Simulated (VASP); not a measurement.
# W (Im-3m) in VASP: a series of runs

The runs below take W through single point, with PBE.

Program: VASP 6.6.1. These are calculated values, not measurements. Logs are shortened: lines on timing, memory, paths and dates and some standing lists are left out, and cuts for length are marked.

### 1 The cell of the first run

Symmetry: Im-3m, No. 229, cubic system. Conventional cell: a = 3.184 Å, b = 3.184 Å, c = 3.184 Å, α = 90.00°, β = 90.00°, γ = 90.00°. W (site symmetry m-3m) has 14 W at 2.76 to 3.18 Å within 3.6 Å.

### 2 Single point, PBE

Contents of INCAR:

```
ALGO = Normal
EDIFF = 1E-6
ENCUT = 520
GGA = PE
ISIF = 2
ISMEAR = -1
LASPH = T
LCHARG = F
LREAL = F
LWAVE = F
NBANDS = 13
NELM = 60
PREC = Accurate
SIGMA = 0.1
```

Contents of KPOINTS:

```
k-points
0
Gamma
  23 23 23
```

Contents of POSCAR:

```
W
1.0
   -1.5921723370      1.5921723370      1.5921723370
    1.5921723370     -1.5921723370      1.5921723370
    1.5921723370      1.5921723370     -1.5921723370
W
1
Direct
    0.0000000000      0.0000000000      0.0000000000
```

Potentials or basis: VASP PAW PBE potentials, release 64 (W_sv).

Command:

```sh
$ cat potpaw_PBE.64/W_sv/POTCAR > POTCAR
$ mpirun -np 1 vasp_std > vasp.out
```

OUTCAR:

```text
EDIFF = 1E-6
   ENCUT = 520
   GGA = PE
   ISIF = 2
   ISMEAR = -1
   LASPH = T
   LREAL = F
   NELM = 60
   PREC = Accurate

 ion  position               nearest neighbor table
   1  0.000  0.000  0.000-

  LATTYP: Found a body centered cubic cell.
 ALAT       =     3.1843446740

  Lattice vectors:

 A1 = (  -1.5921723370,   1.5921723370,   1.5921723370)
 A2 = (   1.5921723370,  -1.5921723370,   1.5921723370)
 A3 = (   1.5921723370,   1.5921723370,  -1.5921723370)

Analysis of symmetry for initial positions (statically):
=====================================================================
 Subroutine PRICEL returns:
 Original cell was already a primitive cell.

 Routine SETGRP: Setting up the symmetry group for a
 body centered cubic supercell.

 Subroutine GETGRP returns: Found 48 space group operations
 (whereof 48 operations were pure point group operations)
 out of a pool of 48 trial point group operations.

The static configuration has the point symmetry O_h .

Analysis of symmetry for dynamics (positions and initial velocities):
=====================================================================
 Subroutine PRICEL returns:
 Original cell was already a primitive cell.

 Routine SETGRP: Setting up the symmetry group for a
 body centered cubic supercell.

 Subroutine GETGRP returns: Found 48 space group operations
 (whereof 48 operations were pure point group operations)
 out of a pool of 48 trial point group operations.

The dynamic configuration has the point symmetry O_h .

 Subroutine INISYM returns: Found 48 space group operations
 (whereof 48 operations are pure point group operations),
 and found     1 'primitive' translations

----------------------------------------------------------------------------------------

                                     Primitive cell

  volume of cell :      16.1447

  direct lattice vectors                    reciprocal lattice vectors
    -1.592172337  1.592172337  1.592172337     0.000000000  0.314036357  0.314036357
     1.592172337 -1.592172337  1.592172337     0.314036357  0.000000000  0.314036357
     1.592172337  1.592172337 -1.592172337     0.314036357  0.314036357  0.000000000

  length of vectors
     2.757723382  2.757723382  2.757723382     0.444114475  0.444114475  0.444114475

  position of ions in fractional coordinates (direct lattice)
     0.000000000  0.000000000  0.000000000

  ion indices of the primitive-cell ions
   primitive index   ion index
                 1           1

----------------------------------------------------------------------------------------

 KPOINTS: k-points

Automatic generation of k-mesh.
 Grid dimensions read from file:
 generate k-points for:   23   23   23

 Generating k-lattice:

  Cartesian coordinates                     Fractional coordinates (reciprocal lattice)
     0.000000000  0.013653755  0.013653755     0.043478261  0.000000000  0.000000000
     0.013653755  0.000000000  0.013653755     0.000000000  0.043478261  0.000000000
     0.013653755  0.013653755  0.000000000     0.000000000  0.000000000  0.043478261

  Length of vectors
     0.019309325  0.019309325  0.019309325

  Shift w.r.t. Gamma in fractional coordinates (k-lattice)
     0.000000000  0.000000000  0.000000000

 Subroutine IBZKPT returns following result:
 ===========================================

 Found    364 irreducible k-points:

 Following reciprocal coordinates:
            Coordinates               Weight
  0.000000  0.000000  0.000000      1.000000
  0.043478  0.000000  0.000000     12.000000
  0.086957  0.000000  0.000000     12.000000
  0.130435  0.000000  0.000000     12.000000
  0.173913  0.000000  0.000000     12.000000
  0.217391  0.000000  0.000000     12.000000
[... 16 lines left out ...]
  0.478261  0.043478  0.000000     24.000000
  0.086957  0.086957  0.000000     24.000000
 [... further k-points ...]
   k-points           NKPTS =    364   k-points in BZ     NKDIM =    364   number of bands    NBANDS=     13
   number of dos      NEDOS =    301   number of ions     NIONS =      1
   total plane-waves  NPLWV =  13824
   dimension x,y,z NGX =    24 NGY =   24 NGZ =   24
   dimension x,y,z NGXF=    48 NGYF=   48 NGZF=   48
   ions per type =               1
   NGX,Y,Z   is equivalent  to a cutoff of  14.47, 14.47, 14.47 a.u.
   NGXF,Y,Z  is equivalent  to a cutoff of  28.94, 28.94, 28.94 a.u.
 SYSTEM =  unknown system
   PREC   = accura    normal or accurate (medium, high low for compatibility)
   ISTART =      0    job   : 0-new  1-cont  2-samecut
   ICHARG =      2    charge: 1-file 2-atom 10-const
   ISPIN  =      1    spin polarized calculation?
   LNONCOLLINEAR =      F non collinear calculations
   LSORBIT =      F    spin-orbit coupling
   LASPH  =      T    aspherical Exc in radial PAW
   ENCUT  =  520.0 eV  38.22 Ry    6.18 a.u.   5.13  5.13  5.13*2*pi/ulx,y,z
   NELM   =     60;   NELMIN=  2; NELMDL= -5     # of ELM steps
   EDIFF  = 0.1E-05   stopping-criterion for ELM
   LREAL  =      F    real-space projection
   EDIFFG = 0.1E-04   stopping-criterion for IOM
   NSW    =      0    number of steps for IOM
   IBRION =     -1    ionic relax: 0-MD 1-quasi-New 2-CG
   NFREE  =      0    steps in history (QN), initial steepest desc. (CG)
   ISIF   =      2    stress and relaxation
   ISYM   =      2    0-nonsym 1-usesym 2-fastsym
   POTIM  = 0.5000    time-step for ionic-motion
   TEBEG  =    0.0;   TEEND  =   0.0 temperature during run
   PSTRESS=    0.0 pullay stress
   NELECT =      14.0000    total number of electrons
   NUPDOWN=      -1.0000    fix difference up-down
   EMIN   =  10.00;   EMAX   =-10.00  energy-range for DOS
   EFERMI =   0.00;   METHOD = LEGACY
   ISMEAR =    -1;   SIGMA  =   0.10  broadening in eV -4-tet -1-fermi 0-gaus
   EFERMI_NEDOS =   21; number of points for ismear=-14 and -15
   IALGO  =     38    algorithm
   IMIX   =      4    mixing-type and parameters
     AMIX     =   0.40;   BMIX     =  1.00
     AMIX_MAG =   1.60;   BMIX_MAG =  1.00
  volume/ion in A,a.u.               =      16.14       108.95
  Fermi-wavevector in a.u.,A,eV,Ry     =   1.561136  2.950119 33.159384  2.437146
  Thomas-Fermi vector in A             =   2.664246
   LORBIT       =      0    0 simple, 1 ext, 2 COOP (PROOUT), +10 PAW based schemes
   GGA     = PE    functional components
   LHFCALC =     F    Hartree Fock is set to
   AEXX    =    0.0000 exact exchange contribution
   IVDW    =     0    specifies the selected vdW correction
   LEPSILON=     F    determine dielectric tensor
   LRPA    =     F    only Hartree local field effects (RPA)
 non-spin polarized calculation
  energy-cutoff  :      520.00
  volume of cell :       16.14
 maximum number of plane-waves:       451
 NGX is ok and might be reduce to    24
   NGX = 11   NGY = 11   NGZ = 11

 number of electron      14.0000002 magnetization

 Free energy of the ion-electron system (eV)
  ---------------------------------------------------
  ext. energy  EPLUGINS =         0.00000000
  ---------------------------------------------------
  free energy    TOTEN  =       -12.96345100 eV

  energy without entropy =      -12.94926472  energy(sigma->0) =      -12.95635786

 E-fermi :  11.1709     XC(G=0): -13.5372

 val. band max:       11.1414369316   @ k =  -0.3043   0.3043   0.2609
 cond. band min:      11.1821300622   @ k =  -0.2609   0.3478   0.1739
 fundamental gap:      0.0406931305
 Fermi energy:        11.1709194144

 k-point     1 :       0.0000    0.0000    0.0000
  band No.  band energies     occupation
      1     -63.0270      2.00000
      2     -26.6153      2.00000
      3     -26.6153      2.00000
      4     -26.6153      2.00000
      5       1.6447      2.00000
      6       9.9818      1.99999
      7       9.9818      1.99999
      8       9.9818      1.99999
      9      13.3987      0.00000
     10      13.3987      0.00000
     11      25.6552      0.00000
     12      25.6552      0.00000
     13      25.6552      0.00000

 k-point     2 :       0.0435    0.0000    0.0000
  band No.  band energies     occupation
      1     -63.0248      2.00000
      2     -26.6396      2.00000
      3     -26.6229      2.00000
      4     -26.6154      2.00000
      5       1.7348      2.00000
      6       9.9268      1.99999
      7       9.9704      1.99999
      8      10.0682      1.99997
      9      13.3081      0.00000
     10      13.3991      0.00000
     11      25.7330      0.00000
     12      25.8086      0.00000
     13      25.8775      0.00000

 k-point     3 :       0.0870    0.0000    0.0000
  band No.  band energies     occupation
      1     -63.0182      2.00000
      2     -26.7102      2.00000
      3     -26.6451      2.00000
      4     -26.6158      2.00000
      5       1.9993      2.00000
      6       9.7698      2.00000
      7       9.9252      1.99999
      8      10.3257      1.99957
      9      13.0858      0.00000
     10      13.4030      0.00000
     11      25.9440      0.00000
     12      26.2600      0.00000
     13      26.4826      0.00000
[... 305 lines left out ...]
 k-point    23 :       0.4783    0.0435    0.0000
  band No.  band energies     occupation
      1     -62.9028      2.00000
      2     -27.8201      2.00000
      3     -27.0177      2.00000
      4     -26.6312      2.00000
      5       5.0882      2.00000
      6       7.7170      2.00000
      7      11.6158      0.02310
      8      13.2489      0.00000
      9      14.3403      0.00000
     10      17.2693      0.00000
     11      21.8677      0.00000
     12      22.7573      0.00000
     13      27.6886      0.00000

 k-point    24 :       0.0870    0.0870    0.0000
  band No.  band energies     occupation
      1     -63.0016      2.00000
      2     -26.8834      2.00000
      3     -26.6777      2.00000
      4     -26.6387      2.00000
      5       2.6643      2.00000
      6       9.4954      2.00000
      7       9.6163      2.00000
      8      11.0571      1.51459
      9      12.6585      0.00000
     10      13.5166      0.00000
     11      26.4465      0.00000
     12      27.2870      0.00000
     13      27.6240      0.00000

 [... further k-points ...]

------------------------ aborting loop because EDIFF is reached ----------------------------------------

  FORCE on cell =-STRESS in cart. coord.  units (eV):
  Direction    XX          YY          ZZ          XY          YZ          ZX
  --------------------------------------------------------------------------------------
  -------------------------------------------------------------------------------------
  Total        0.0285585      0.0285585      0.0285585     -0.0000000     -0.0000000      0.0000000
  in kB        2.8340992      2.8340992      2.8340992     -0.0000000     -0.0000000      0.0000000
  external PRESSURE =       2.8340992 kB  Pullay stress =       0.0000000 kB

 VOLUME and BASIS-vectors are now :
 -----------------------------------------------------------------------------
  energy-cutoff  :      520.00
  volume of cell :       16.14
      direct lattice vectors                 reciprocal lattice vectors
    -1.592172337  1.592172337  1.592172337     0.000000000  0.314036357  0.314036357
     1.592172337 -1.592172337  1.592172337     0.314036357  0.000000000  0.314036357
     1.592172337  1.592172337 -1.592172337     0.314036357  0.314036357  0.000000000

 POSITION                                       TOTAL-FORCE (eV/Angst)
 -----------------------------------------------------------------------------------
      0.00000      0.00000      0.00000         0.000000      0.000000      0.000000
 -----------------------------------------------------------------------------------
    total drift:                               -0.000000      0.000000      0.000000

  FREE ENERGIE OF THE ION-ELECTRON SYSTEM (eV)
  ---------------------------------------------------
  free  energy   TOTEN  =       -12.9634510022 eV

  energy  without entropy=      -12.9492647160  energy(sigma->0) =      -12.95635786
```

Wall time 94 s (1 thread of AMD EPYC 7R13, shared host); peak memory 0.17 GiB.

What came out:

- Free energy: -12.9635 eV
- Pressure: 0.3 GPa
- Band gap on the k mesh: zero (band 7 reaches 15.98 eV, above the bottom of band 8 at 9.98 eV)

Caveat: spin-orbit coupling is left out, which moves the levels of the heavy elements.

### 3 Single point, PBE (volume scaled by 1.04)

Contents of INCAR:

```
SYSTEM = W
PREC     = Accurate       ! precision mode
ENCUT    = 520            ! plane-wave cutoff, eV
EDIFF    = 1E-6           ! SCF threshold, eV
ISMEAR   = -1             ! smearing method
SIGMA    = 0.1            ! smearing width, eV
LREAL    = .False.        ! projectors in reciprocal space
LASPH    = .True.         ! aspherical terms in the spheres
NELM     = 60             ! most SCF steps
ALGO     = Normal         ! electronic algorithm
ISIF     = 2              ! what is computed and relaxed
LWAVE    = .False.        ! write WAVECAR
LCHARG   = .False.        ! write CHGCAR
GGA      = PE             ! functional
NBANDS   = 13             ! bands
```

Contents of KPOINTS:

```
regular mesh
0
Gamma
  23 23 23
  0 0 0
```

Contents of POSCAR:

```
W
1.0
   -1.6131243758      1.6131243758      1.6131243758
    1.6131243758     -1.6131243758      1.6131243758
    1.6131243758      1.6131243758     -1.6131243758
W
1
Direct
    0.0000000000      0.0000000000      0.0000000000
```

Potentials or basis: VASP PAW PBE potentials, release 64 (W_sv).

Command:

```sh
$ cat potpaw_PBE.64/W_sv/POTCAR > POTCAR
$ mpirun -np 1 vasp_std > vasp.out
```

Wall time 1.9 min (1 thread of AMD EPYC 7R13, shared host); peak memory 0.17 GiB.

It converged, with:

```
Free energy            : -12.9420 eV
Pressure               : -10.8 GPa
Band gap on the k mesh : zero (band 7 reaches 15.17 eV, above the bottom of band 8 at 9.49 eV)
```

Levels at points of the mesh, in eV from the Fermi level:
| k point | band 4 | band 5 | band 6 | band 7 | band 8 | band 9 | band 10 | band 11 |
| --- | --- | --- | --- | --- | --- | --- | --- | --- |
| (0.00, 0.00, 0.00) | -37.89 | -9.30 | -1.12 | -1.12 | -1.12 | 2.14 | 2.14 | 14.40 |

Caveat: spin-orbit coupling is left out, which moves the levels of the heavy elements.

### 4 Single point, PBE (volume scaled by 1.08)

Contents of INCAR:

```
ALGO     = Normal         # electronic algorithm
EDIFF    = 1E-6           # SCF threshold, eV
ENCUT    = 520            # plane-wave cutoff, eV
GGA      = PE             # functional
ISIF     = 2              # what is computed and relaxed
ISMEAR   = -1             # smearing method
LASPH    = T              # aspherical terms in the spheres
LCHARG   = F              # write CHGCAR
LREAL    = F              # projectors in reciprocal space
LWAVE    = F              # write WAVECAR
NBANDS   = 13             # bands
NELM     = 60             # most SCF steps
PREC     = Accurate       # precision mode
SIGMA    = 0.1            # smearing width, eV
```

Contents of KPOINTS:

```
k-points
0
Gamma
  23 23 23
```

Contents of POSCAR:

```
W
1.0
   -1.6335458396      1.6335458396      1.6335458396
    1.6335458396     -1.6335458396      1.6335458396
    1.6335458396      1.6335458396     -1.6335458396
W
1
Direct
    0.0000000000      0.0000000000      0.0000000000
```

Command:

```sh
$ cat potpaw_PBE.64/W_sv/POTCAR > POTCAR
$ mpirun -np 1 vasp_std > vasp.out
```

Run time: 1.9 min. Hardware: 1 thread of AMD EPYC 7R13, shared host; peak memory 0.17 GiB.

Results (log left out):

| Item | Value |
| --- | --- |
| Free energy | -12.8803 eV |
| Pressure | -19.7 GPa |
| Band gap on the k mesh | zero (band 7 reaches 14.42 eV, above the bottom of band 8 at 9.03 eV) |

Levels at points of the mesh, in eV from the Fermi level:
| k point | band 5 | band 6 | band 7 | band 8 | band 9 | band 10 |
| --- | --- | --- | --- | --- | --- | --- |
| (0.00, 0.00, 0.00) | -9.08 | -1.06 | -1.06 | -1.06 | 2.06 | 2.06 |

Caveat: spin-orbit coupling is left out, which moves the levels of the heavy elements.

### 5 Summary

| cell | gap on the mesh (eV) | pressure (GPa) |
| --- | --- | --- |
| a = 2.758 Å, angles 109.5°, 1 atom | none | 0.3 |
| a = 2.794 Å, angles 109.5°, 1 atom | none | -10.8 |
| a = 2.829 Å, angles 109.5°, 1 atom | none | -19.7 |

Alike in all rows: task single point; level PBE; potentials or basis VASP PAW PBE potentials, release 64 (W_sv); no spin polarisation; k mesh 23 × 23 × 23; cutoff (eV) 520; smearing fermi-dirac 0.1 eV.

Caveats: spin-orbit coupling is left out, which moves the levels of the heavy elements.

Absolute energies hang on the potentials; compare differences alone.
